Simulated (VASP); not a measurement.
Tl, 1 atom in the cell. The structure is cubic, space group Im-3m (No. 229). Conventional cell: a = 4.131 Å, b = 4.131 Å, c = 4.131 Å, α = 90.00°, β = 90.00°, γ = 90.00°. Tl (site symmetry m-3m) has 14 Tl at 3.58 to 4.13 Å within 4.7 Å. This isn't the form of Tl at room conditions, which is hcp.

```yaml
Program: VASP 6.6.1
Task: single point
Functional: PBE
Potentials_or_basis: VASP PAW PBE potentials, release 64 (Tl_d)
Cutoff: 520 eV
k_mesh: 18 × 18 × 18
Occupations: fermi-dirac, width 0.1 eV
Spin: no spin polarisation
Dipole_correction: no
Further_INCAR_settings: ALGO = Normal; EDIFF = 1e-07; NBANDS = 12
```

Potentials or basis: VASP PAW PBE potentials, release 64 (Tl_d).

Command:

```console
$ cat potpaw_PBE.64/Tl_d/POTCAR > POTCAR
$ mpirun -np 1 vasp_std > vasp.out
```

Hardware: 1 thread of Intel(R) Xeon(R) 6975P-C (Granite Rapids), on a shared host.

Estimate the wall time of this run.

Wall time 29 s on 1 thread of Intel(R) Xeon(R) 6975P-C (Granite Rapids), on a shared host, peak memory 0.2 GiB. Counts: scf iterations 11, k points 195.
